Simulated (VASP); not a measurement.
# Mg (P6_3/mmc) in VASP: relaxation of cell and atoms with PBE

Aim: the relaxation of cell and atoms of Mg with PBE.

Everything below comes from runs of VASP 6.6.1. Logs are shortened: lines on timing, memory, paths and dates and some standing lists are left out, and cuts for length are marked.

## (1) The cell of the first run

The structure is hexagonal, space group P6_3/mmc (No. 194). Conventional cell: a = 3.209 Å, b = 3.209 Å, c = 5.210 Å, α = 90.00°, β = 90.00°, γ = 120.00°. Mg (site symmetry -6m2) has 12 Mg at 3.20 to 3.21 Å within 4.2 Å.

## (2) Relaxation of cell and atoms, PBE

File INCAR:

```
ALGO     = Fast           # electronic algorithm
EDIFF    = 1E-6           # SCF threshold, eV
EDIFFG   = -0.005         # ionic threshold
ENCUT    = 600            # plane-wave cutoff, eV
GGA      = PE             # functional
IBRION   = 2              # ionic algorithm
ISIF     = 3              # what is computed and relaxed
ISMEAR   = 0              # smearing method
LASPH    = T              # aspherical terms in the spheres
LCHARG   = F              # write CHGCAR
LREAL    = F              # projectors in reciprocal space
LWAVE    = F              # write WAVECAR
NELM     = 80             # most SCF steps
NSW      = 100            # ionic steps
PREC     = Accurate       # precision mode
SIGMA    = 0.1            # smearing width, eV
```

File KPOINTS:

```
k-points
0
Gamma
  15 15 8
```

File POSCAR:

```
Mg
1.0
    3.2092715325      0.0000000000      0.0000000000
   -1.6046357662      2.7793106748      0.0000000000
    0.0000000000      0.0000000000      5.2103300000
Mg
2
Direct
    0.3333333333      0.6666666667      0.2500000000
    0.6666666667      0.3333333333      0.7500000000
```

Potentials or basis: VASP PAW PBE potentials, release 64 (Mg).

Launch:

```bash
$ cat potpaw_PBE.64/Mg/POTCAR > POTCAR
$ mpirun -np 1 vasp_std > vasp.out
```

OUTCAR:

```text
EDIFF = 1E-6
   EDIFFG = -0.005
   ENCUT = 600
   GGA = PE
   IBRION = 2
   ISIF = 3
   ISMEAR = 0
   LASPH = T
   LREAL = F
   NELM = 80
   NSW = 100
   PREC = Accurate

 ion  position               nearest neighbor table
   1  0.333  0.667  0.250-   2 3.20   2 3.20   2 3.20   2 3.20   2 3.20   2 3.20
   2  0.667  0.333  0.750-   1 3.20   1 3.20   1 3.20   1 3.20   1 3.20   1 3.20

  LATTYP: Found a hexagonal cell.
 ALAT       =     3.2092715325
 C/A-ratio  =     1.6235242008

  Lattice vectors:

 A1 = (   3.2092715325,   0.0000000000,   0.0000000000)
 A2 = (  -1.6046357662,   2.7793106748,   0.0000000000)
 A3 = (   0.0000000000,   0.0000000000,   5.2103300000)

Analysis of symmetry for initial positions (statically):
=====================================================================
 Subroutine PRICEL returns:
 Original cell was already a primitive cell.

 Routine SETGRP: Setting up the symmetry group for a
 hexagonal supercell.

 Subroutine GETGRP returns: Found 24 space group operations
 (whereof 12 operations were pure point group operations)
 out of a pool of 24 trial point group operations.

The static configuration has the point symmetry D_3d.
 The point group associated with its full space group is D_6h.

Analysis of symmetry for dynamics (positions and initial velocities):
=====================================================================
 Subroutine PRICEL returns:
 Original cell was already a primitive cell.

 Routine SETGRP: Setting up the symmetry group for a
 hexagonal supercell.

 Subroutine GETGRP returns: Found 24 space group operations
 (whereof 12 operations were pure point group operations)
 out of a pool of 24 trial point group operations.

The dynamic configuration has the point symmetry D_3d.
 The point group associated with its full space group is D_6h.

 Subroutine INISYM returns: Found 24 space group operations
 (whereof 12 operations are pure point group operations),
 and found     1 'primitive' translations

----------------------------------------------------------------------------------------

                                     Primitive cell

  volume of cell :      46.4739

  direct lattice vectors                    reciprocal lattice vectors
     3.209271532  0.000000000  0.000000000     0.311597193  0.179900723  0.000000000
    -1.604635766  2.779310675  0.000000000     0.000000000  0.359801446  0.000000000
[... 100 lines left out ...]
   ISMEAR =     0;   SIGMA  =   0.10  broadening in eV -4-tet -1-fermi 0-gaus
   EFERMI_NEDOS =   21; number of points for ismear=-14 and -15
   IALGO  =     68    algorithm
   IMIX   =      4    mixing-type and parameters
     AMIX     =   0.40;   BMIX     =  1.00
     AMIX_MAG =   1.60;   BMIX_MAG =  1.00
  volume/ion in A,a.u.               =      23.24       156.81
  Fermi-wavevector in a.u.,A,eV,Ry     =   0.722812  1.365916  7.108458  0.522457
  Thomas-Fermi vector in A             =   1.812869
   LORBIT       =      0    0 simple, 1 ext, 2 COOP (PROOUT), +10 PAW based schemes
   GGA     = PE    functional components
   LHFCALC =     F    Hartree Fock is set to
   AEXX    =    0.0000 exact exchange contribution
   IVDW    =     0    specifies the selected vdW correction
   LEPSILON=     F    determine dielectric tensor
   LRPA    =     F    only Hartree local field effects (RPA)
 conjugate gradient relaxation of ions
 non-spin polarized calculation
 RMM-DIIS sequential band-by-band and
 Gauss-broadening in eV      SIGMA  =   0.10
  energy-cutoff  :      600.00
  volume of cell :       46.47
 maximum number of plane-waves:      1572
 NGX is ok and might be reduce to    28
   NGX = 13   NGY = 13   NGZ = 21

--------------------------------------- Ionic step        1  -------------------------------------------

 number of electron       4.0000000 magnetization

 Free energy of the ion-electron system (eV)
  ---------------------------------------------------
  ext. energy  EPLUGINS =         0.00000000
  ---------------------------------------------------
  free energy    TOTEN  =        -3.01270530 eV

  energy without entropy =       -3.00770061  energy(sigma->0) =       -3.01020296

------------------------ aborting loop because EDIFF is reached ----------------------------------------

  FORCE on cell =-STRESS in cart. coord.  units (eV):
  Direction    XX          YY          ZZ          XY          YZ          ZX
  --------------------------------------------------------------------------------------
  -------------------------------------------------------------------------------------
  Total       -0.0993940     -0.0993940     -0.3088074     -0.0000000      0.0000000     -0.0000000
  in kB       -3.4265898     -3.4265898    -10.6460750     -0.0000000      0.0000000     -0.0000000
  external PRESSURE =      -5.8330849 kB  Pullay stress =       0.0000000 kB
[... 167 lines left out ...]
--------------------------------------- Ionic step        6  -------------------------------------------

 number of electron       4.0000000 magnetization

 Free energy of the ion-electron system (eV)
  ---------------------------------------------------
  ext. energy  EPLUGINS =         0.00000000
  ---------------------------------------------------
  free energy    TOTEN  =        -3.01513092 eV

  energy without entropy =       -3.01029226  energy(sigma->0) =       -3.01271159

 E-fermi :   2.6557     XC(G=0):  -8.5056

 val. band max:        2.6397394790   @ k =   0.3333   0.1333   0.1250
 cond. band min:       2.6713756751   @ k =   0.3333   0.1333   0.0000
 fundamental gap:      0.0316361961
 Fermi energy:         2.6557321256

 k-point     1 :       0.0000    0.0000    0.0000
  band No.  band energies     occupation
      1      -4.2940      2.00000
      2       1.0388      2.00000
      3       1.5453      2.00000
      4      13.4787      0.00000
      5      13.4787      0.00000
      6      13.5689      0.00000
[... 199 lines left out ...]
 k-point    24 :       0.4000    0.2000    0.0000
  band No.  band energies     occupation
      1       1.0227      2.00000
      2       1.0326      2.00000
      3       4.5249      0.00000
      4       5.8704      0.00000
      5       6.2550      0.00000
      6       6.5328      0.00000

 [... further k-points ...]

------------------------ aborting loop because EDIFF is reached ----------------------------------------

  FORCE on cell =-STRESS in cart. coord.  units (eV):
  Direction    XX          YY          ZZ          XY          YZ          ZX
  --------------------------------------------------------------------------------------
  -------------------------------------------------------------------------------------
  Total        0.0039242      0.0039242      0.0040265      0.0000000      0.0000000      0.0000000
  in kB        0.1375842      0.1375842      0.1411683      0.0000000      0.0000000      0.0000000
  external PRESSURE =       0.1387789 kB  Pullay stress =       0.0000000 kB
[... 17 lines left out ...]
  FREE ENERGIE OF THE ION-ELECTRON SYSTEM (eV)
  ---------------------------------------------------
  free  energy   TOTEN  =        -3.0151309204 eV

  energy  without entropy=       -3.0102922618  energy(sigma->0) =       -3.01271159

 reached required accuracy - stopping structural energy minimisation
```

CONTCAR:

```text
Mg
   1.00000000000000
     3.2060017975952637   -0.0000000000000608   -0.0000000000000000
    -1.6030008987477353    2.7764790013088487    0.0000000000000000
     0.0000000000000000    0.0000000000000000    5.1337961843182969
  Mg
     2
Direct
     0.3333333332999970    0.6666666667000030    0.2500000000000000
     0.6666666667000030    0.3333333332999970    0.7500000000000000

  0.00000000E+00  0.00000000E+00  0.00000000E+00
  0.00000000E+00  0.00000000E+00  0.00000000E+00
```

It used 70 s of CPU time on 1 thread of AMD EPYC 7R13 Processor (Zen 3), on a shared host.

Results:

```
Free energy                            : -3.0151 eV
Relaxed volume                         : 22.85 Å³/atom
Relaxed cell                           : a = 3.206 Å, b = 3.206 Å, c = 5.134 Å, α = 90.00°, β = 90.00°, γ = 120.00°
Space group after relaxing (to 0.05 Å) : P6_3/mmc (No. 194)
Energy gained by relaxing              : 1.2 meV/atom
Ionic steps                            : 6
Pressure after relaxing                : 0.0 GPa
Band gap on the k mesh                 : zero (band 2 reaches 3.55 eV, above the bottom of band 3 at 1.55 eV)
```

The path:
```
step  energy change (eV)  largest force (eV/Å)  pressure (GPa)  volume (Å³)
   1              0.0000                0.0000           -0.58        46.47
   2             -0.0019                0.0000           -0.16        45.91
   3             -0.0022                0.0000            0.08        45.61
   4             -0.0022                0.0000            0.09        45.59
   5             -0.0024                0.0000            0.05        45.65
   6             -0.0024                0.0000            0.01        45.70
```

Final structure:
```cif
data_structure
_symmetry_space_group_name_H-M 'P 1'
_symmetry_Int_Tables_number 1
_cell_length_a 3.2060
_cell_length_b 3.2060
_cell_length_c 5.1338
_cell_angle_alpha 90.000
_cell_angle_beta 90.000
_cell_angle_gamma 120.000
_cell_volume 45.70
loop_
_atom_site_label
_atom_site_type_symbol
_atom_site_fract_x
_atom_site_fract_y
_atom_site_fract_z
_atom_site_occupancy
Mg1 Mg 0.33333 0.66667 0.25000 1
Mg2 Mg 0.66667 0.33333 0.75000 1
```

Levels at points of the mesh, in eV from the Fermi level:
```csv
k point,band 1,band 2,band 3,band 4,band 5
"(0.00, 0.00, 0.00)",-6.95,-1.62,-1.11,10.82,10.82
"(0.00, 0.00, 0.50)",-5.53,-5.53,5.26,5.26,11.58
```
